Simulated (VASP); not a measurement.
# SiC (P6_3mc) in VASP: a series of runs

The runs below take SiC through single point, with b88 exchange, pbe correlation.

Everything below comes from runs of VASP 6.6.1. Logs are shortened: lines on timing, memory, paths and dates and some standing lists are left out, and cuts for length are marked.

**1. The cell of the first run**

Symmetry: P6_3mc, No. 186, hexagonal system. The conventional cell has a = 3.095 Å, b = 3.095 Å, c = 15.170 Å, α = 90.00°, β = 90.00°, γ = 120.00°. Si (site symmetry 3m) has 4 C at 1.90 Å within 2.5 Å. Si (site symmetry 3m) has 4 C at 1.90 Å within 2.5 Å. Si (site symmetry 3m) has 4 C at 1.90 Å within 2.5 Å. Within 2.5 Å of C (site symmetry 3m) lie 4 Si at 1.90 Å. C (site symmetry 3m) has 4 Si at 1.90 Å within 2.5 Å. C (site symmetry 3m) has 4 Si at 1.90 Å within 2.5 Å.

**2. Single point, b88 exchange, pbe correlation**

INCAR reads:

```
PREC = Accurate
ENCUT = 600
EDIFF = 1E-6
ISMEAR = -1
SIGMA = 0.05
LREAL = False
LASPH = True
NELM = 120
ALGO = Normal
ISIF = 2
LWAVE = False
LCHARG = False
GGA = LIBXC
LIBXC1 = GGA_X_B88
LIBXC2 = GGA_C_PBE
NBANDS = 36
GGA_COMPAT = False
```

KPOINTS reads:

```
Automatic mesh
0
Gamma
  10 10 2
```

POSCAR reads:

```
SiC
1.0
    3.0950000000      0.0000000000      0.0000000000
   -1.5475000000      2.6803486247      0.0000000000
    0.0000000000      0.0000000000     15.1700000000
Si C
6 6
Direct
    0.6666666667      0.3333333333      0.4583000000
    0.3333333333      0.6666666667      0.9583000000
    0.6666666667      0.3333333333      0.7917000000
    0.3333333333      0.6666666667      0.2917000000
    0.0000000000      0.0000000000      0.6250000000
    0.0000000000      0.0000000000      0.1250000000
    0.6666666667      0.3333333333      0.3333000000
    0.3333333333      0.6666666667      0.8333000000
    0.6666666667      0.3333333333      0.6667000000
    0.3333333333      0.6666666667      0.1667000000
    0.0000000000      0.0000000000      0.5000000000
    0.0000000000      0.0000000000      0.0000000000
```

Potentials or basis: VASP PAW PBE potentials, release 64 (Si, C).

Command:

```sh
> cat potpaw_PBE.64/Si/POTCAR potpaw_PBE.64/C/POTCAR > POTCAR
> mpirun -np 1 vasp_std > vasp.out
```

OUTCAR:

```text
PREC = Accurate
   ENCUT = 600
   EDIFF = 1E-6
   ISMEAR = -1
   LREAL = False
   LASPH = True
   NELM = 120
   ISIF = 2
   GGA = LIBXC

 ion  position               nearest neighbor table
   1  0.667  0.333  0.458-  11 1.90  11 1.90  11 1.90   7 1.90   4 3.10   4 3.10   4 3.10   5 3.10
                             5 3.10   5 3.10
   2  0.333  0.667  0.958-  12 1.90  12 1.90  12 1.90   8 1.90   3 3.10   3 3.10   3 3.10   6 3.10
                             6 3.10   6 3.10
   3  0.667  0.333  0.792-   8 1.90   8 1.90   8 1.90   9 1.90   2 3.10   2 3.10   2 3.10   5 3.10
                             5 3.10   5 3.10
   4  0.333  0.667  0.292-   7 1.90   7 1.90   7 1.90  10 1.90   1 3.10   1 3.10   1 3.10   6 3.10
                             6 3.10   6 3.10
   5  0.000  0.000  0.625-   9 1.90   9 1.90   9 1.90  11 1.90   3 3.10   1 3.10   3 3.10   1 3.10
                             1 3.10   3 3.10
   6  0.000  0.000  0.125-  10 1.90  10 1.90  10 1.90  12 1.90   4 3.10   2 3.10   2 3.10   4 3.10
                             4 3.10   2 3.10
   7  0.667  0.333  0.333-   4 1.90   4 1.90   4 1.90   1 1.90
   8  0.333  0.667  0.833-   3 1.90   3 1.90   3 1.90   2 1.90
   9  0.667  0.333  0.667-   5 1.90   5 1.90   5 1.90   3 1.90
  10  0.333  0.667  0.167-   6 1.90   6 1.90   6 1.90   4 1.90
  11  0.000  0.000  0.500-   1 1.90   1 1.90   1 1.90   5 1.90
  12  0.000  0.000  0.000-   2 1.90   2 1.90   2 1.90   6 1.90

  LATTYP: Found a hexagonal cell.
 ALAT       =     3.0950000000
 C/A-ratio  =     4.9014539580

  Lattice vectors:

 A1 = (   3.0950000000,   0.0000000000,   0.0000000000)
 A2 = (  -1.5475000000,   2.6803486247,   0.0000000000)
 A3 = (   0.0000000000,   0.0000000000,  15.1700000000)

Analysis of symmetry for initial positions (statically):
=====================================================================
 Subroutine PRICEL returns:
 Original cell was already a primitive cell.

 Routine SETGRP: Setting up the symmetry group for a
 hexagonal supercell.

 Subroutine GETGRP returns: Found 12 space group operations
 (whereof  6 operations were pure point group operations)
 out of a pool of 24 trial point group operations.

The static configuration has the point symmetry C_3v.
 The point group associated with its full space group is C_6v.

Analysis of symmetry for dynamics (positions and initial velocities):
=====================================================================
 Subroutine PRICEL returns:
 Original cell was already a primitive cell.

 Routine SETGRP: Setting up the symmetry group for a
 hexagonal supercell.

 Subroutine GETGRP returns: Found 12 space group operations
 (whereof  6 operations were pure point group operations)
 out of a pool of 24 trial point group operations.

The dynamic configuration has the point symmetry C_3v.
 The point group associated with its full space group is C_6v.

 Subroutine INISYM returns: Found 12 space group operations
 (whereof  6 operations are pure point group operations),
 and found     1 'primitive' translations

----------------------------------------------------------------------------------------

                                     Primitive cell

  volume of cell :     125.8455

  direct lattice vectors                    reciprocal lattice vectors
     3.095000000  0.000000000  0.000000000     0.323101777  0.186542898  0.000000000
    -1.547500000  2.680348625  0.000000000     0.000000000  0.373085796  0.000000000
     0.000000000  0.000000000 15.170000000     0.000000000  0.000000000  0.065919578

  length of vectors
     3.095000000  3.095000000 15.170000000     0.373085796  0.373085796  0.065919578

  position of ions in fractional coordinates (direct lattice)
     0.666666667  0.333333333  0.458300000
     0.333333333  0.666666667  0.958300000
     0.666666667  0.333333333  0.791700000
     0.333333333  0.666666667  0.291700000
     0.000000000  0.000000000  0.625000000
     0.000000000  0.000000000  0.125000000
     0.666666667  0.333333333  0.333300000
     0.333333333  0.666666667  0.833300000
     0.666666667  0.333333333  0.666700000
     0.333333333  0.666666667  0.166700000
     0.000000000  0.000000000  0.500000000
     0.000000000  0.000000000  0.000000000

  ion indices of the primitive-cell ions
   primitive index   ion index
                 1           1
                 2           2
                 3           3
                 4           4
                 5           5
                 6           6
                 7           7
                 8           8
                 9           9
                10          10
                11          11
                12          12

----------------------------------------------------------------------------------------

 KPOINTS: Automatic mesh

Automatic generation of k-mesh.
 Grid dimensions read from file:
 generate k-points for:   10   10    2

 Generating k-lattice:

  Cartesian coordinates                     Fractional coordinates (reciprocal lattice)
     0.032310178  0.018654290  0.000000000     0.100000000  0.000000000  0.000000000
     0.000000000  0.037308580  0.000000000     0.000000000  0.100000000  0.000000000
     0.000000000  0.000000000  0.032959789     0.000000000  0.000000000  0.500000000

  Length of vectors
     0.037308580  0.037308580  0.032959789

  Shift w.r.t. Gamma in fractional coordinates (k-lattice)
     0.000000000  0.000000000  0.000000000

 Subroutine IBZKPT returns following result:
 ===========================================

 Found     28 irreducible k-points:

 Following reciprocal coordinates:
            Coordinates               Weight
  0.000000  0.000000  0.000000      1.000000
  0.100000 -0.000000  0.000000      6.000000
  0.200000 -0.000000  0.000000      6.000000
  0.300000 -0.000000  0.000000      6.000000
  0.400000 -0.000000  0.000000      6.000000
  0.500000 -0.000000  0.000000      3.000000
[... 16 lines left out ...]
  0.300000  0.100000  0.500000     12.000000
  0.400000  0.100000  0.500000     12.000000
 [... further k-points ...]
   k-points           NKPTS =     28   k-points in BZ     NKDIM =     28   number of bands    NBANDS=     36
   number of dos      NEDOS =    301   number of ions     NIONS =     12
   total plane-waves  NPLWV =  98784
   dimension x,y,z NGX =    28 NGY =   28 NGZ =  126
   dimension x,y,z NGXF=    56 NGYF=   56 NGZF=  252
   ions per type =               6   6
   NGX,Y,Z   is equivalent  to a cutoff of  15.04, 15.04, 13.81 a.u.
   NGXF,Y,Z  is equivalent  to a cutoff of  30.08, 30.08, 27.62 a.u.
 SYSTEM =  unknown system
   PREC   = accura    normal or accurate (medium, high low for compatibility)
   ISTART =      0    job   : 0-new  1-cont  2-samecut
   ICHARG =      2    charge: 1-file 2-atom 10-const
   ISPIN  =      1    spin polarized calculation?
   LNONCOLLINEAR =      F non collinear calculations
   LSORBIT =      F    spin-orbit coupling
   LASPH  =      T    aspherical Exc in radial PAW
   ENCUT  =  600.0 eV  44.10 Ry    6.64 a.u.   6.18  6.18 30.30*2*pi/ulx,y,z
   NELM   =    120;   NELMIN=  2; NELMDL= -5     # of ELM steps
   EDIFF  = 0.1E-05   stopping-criterion for ELM
   LREAL  =      F    real-space projection
[... 7 lines left out ...]
   TEBEG  =    0.0;   TEEND  =   0.0 temperature during run
   PSTRESS=    0.0 pullay stress
   NELECT =      48.0000    total number of electrons
   NUPDOWN=      -1.0000    fix difference up-down
   EMIN   =  10.00;   EMAX   =-10.00  energy-range for DOS
   EFERMI =   0.00;   METHOD = LEGACY
   ISMEAR =    -1;   SIGMA  =   0.05  broadening in eV -4-tet -1-fermi 0-gaus
   EFERMI_NEDOS =   21; number of points for ismear=-14 and -15
   IALGO  =     38    algorithm
   IMIX   =      4    mixing-type and parameters
     AMIX     =   0.40;   BMIX     =  1.00
     AMIX_MAG =   1.60;   BMIX_MAG =  1.00
  volume/ion in A,a.u.               =      10.49        70.77
  Fermi-wavevector in a.u.,A,eV,Ry     =   1.187252  2.243580 19.178312  1.409566
  Thomas-Fermi vector in A             =   2.323407
   LORBIT       =      0    0 simple, 1 ext, 2 COOP (PROOUT), +10 PAW based schemes
   GGA     = LIBXC    functional components
   LHFCALC =     F    Hartree Fock is set to
   AEXX    =    0.0000 exact exchange contribution
   IVDW    =     0    specifies the selected vdW correction
   LEPSILON=     F    determine dielectric tensor
   LRPA    =     F    only Hartree local field effects (RPA)
 non-spin polarized calculation
  energy-cutoff  :      600.00
  volume of cell :      125.85
 maximum number of plane-waves:      4226
 NGX is ok and might be reduce to    28
   NGX = 13   NGY = 13   NGZ = 61

 number of electron      47.9999999 magnetization

 Free energy of the ion-electron system (eV)
  ---------------------------------------------------
  ext. energy  EPLUGINS =         0.00000000
  ---------------------------------------------------
  free energy    TOTEN  =       -89.18516222 eV

  energy without entropy =      -89.18516222  energy(sigma->0) =      -89.18516222

 E-fermi :   9.0149     XC(G=0): -11.3176

 val. band max:        7.9803193305   @ k =   0.0000   0.0000   0.0000
 cond. band min:      10.0086433369   @ k =   0.5000  -0.0000   0.0000
 fundamental gap:      2.0283240064
 Fermi energy:         9.0148854139

 k-point     1 :       0.0000    0.0000    0.0000
  band No.  band energies     occupation
      1      -7.3694      2.00000
      2      -6.8574      2.00000
      3      -6.8130      2.00000
      4      -5.3410      2.00000
      5      -5.3089      2.00000
      6      -3.8477      2.00000
[... 28 lines left out ...]
     35      15.2740      0.00000
     36      15.3557      0.00000
[... 866 lines left out ...]
      6      -2.5525      2.00000
[... 28 lines left out ...]
     35      15.4455      0.00000
     36      15.4455      0.00000

 [... further k-points ...]

------------------------ aborting loop because EDIFF is reached ----------------------------------------

  FORCE on cell =-STRESS in cart. coord.  units (eV):
  Direction    XX          YY          ZZ          XY          YZ          ZX
  --------------------------------------------------------------------------------------
  -------------------------------------------------------------------------------------
  Total       -0.0663845     -0.0663845      0.5502555      0.0000000      0.0000000      0.0000000
  in kB       -0.8451618     -0.8451618      7.0054725      0.0000000      0.0000000      0.0000000
  external PRESSURE =       1.7717163 kB  Pullay stress =       0.0000000 kB

 VOLUME and BASIS-vectors are now :
 -----------------------------------------------------------------------------
  energy-cutoff  :      600.00
  volume of cell :      125.85
      direct lattice vectors                 reciprocal lattice vectors
     3.095000000  0.000000000  0.000000000     0.323101777  0.186542898  0.000000000
    -1.547500000  2.680348625  0.000000000     0.000000000  0.373085796  0.000000000
     0.000000000  0.000000000 15.170000000     0.000000000  0.000000000  0.065919578

 POSITION                                       TOTAL-FORCE (eV/Angst)
 -----------------------------------------------------------------------------------
      1.54750      0.89345      6.95241        -0.000000     -0.000000      0.053202
     -0.00000      1.78690     14.53741         0.000000     -0.000000      0.053202
      1.54750      0.89345     12.01009         0.000000      0.000000      0.024508
     -0.00000      1.78690      4.42509        -0.000000     -0.000000      0.024508
      0.00000      0.00000      9.48125         0.000000     -0.000000      0.043562
      0.00000      0.00000      1.89625         0.000000     -0.000000      0.043562
      1.54750      0.89345      5.05616         0.000000     -0.000000     -0.014201
     -0.00000      1.78690     12.64116        -0.000000      0.000000     -0.014201
      1.54750      0.89345     10.11384        -0.000000      0.000000      0.034856
     -0.00000      1.78690      2.52884         0.000000     -0.000000      0.034856
      0.00000      0.00000      7.58500         0.000000      0.000000     -0.141927
      0.00000      0.00000      0.00000         0.000000     -0.000000     -0.141927
 -----------------------------------------------------------------------------------
    total drift:                                0.000000      0.000000     -0.000733

  FREE ENERGIE OF THE ION-ELECTRON SYSTEM (eV)
  ---------------------------------------------------
  free  energy   TOTEN  =       -89.1851622179 eV

  energy  without entropy=      -89.1851622177  energy(sigma->0) =      -89.18516222
```

Wall time 2.6 min (1 thread of Intel Xeon Platinum 8488C (Sapphire Rapids), shared host); peak memory 0.35 GiB.

Results:

| Property | Result |
| --- | --- |
| Free energy | -89.1852 eV |
| Pressure | 0.2 GPa |
| Largest force | 0.142 eV/Å |
| Band gap on the k mesh | 2.03 eV (least direct gap 3.12 eV) |

Forces on the atoms (eV/Å):
```
Si   0.000  0.000  0.053
Si   0.000  0.000  0.053
Si   0.000  0.000  0.025
Si   0.000  0.000  0.025
Si   0.000  0.000  0.044
Si   0.000  0.000  0.044
C    0.000  0.000 -0.014
C    0.000  0.000 -0.014
C    0.000  0.000  0.035
C    0.000  0.000  0.035
C    0.000  0.000 -0.142
C    0.000  0.000 -0.142
```

Levels at points of the mesh, in eV from the valence-band top:
| k point | band 22 | band 23 | band 24 | band 25 | band 26 | band 27 |
| --- | --- | --- | --- | --- | --- | --- |
| (0.00, 0.00, 0.00) | -0.05 | 0.00 | 0.00 | 5.04 | 5.22 | 5.62 |
| (0.50, 0.00, 0.00) | -1.77 | -1.66 | -1.09 | 2.03 | 2.21 | 3.19 |
| (0.00, 0.00, 0.50) | -0.10 | -0.10 | -0.10 | 5.11 | 5.11 | 5.85 |
| (0.50, 0.00, 0.50) | -1.71 | -1.30 | -1.30 | 2.07 | 2.07 | 3.41 |

Caveat: the PAW data sets were made with another functional, which shifts forces and pressure a little. A k mesh can miss the band edges.

(Part 1 of 2 ends here.)
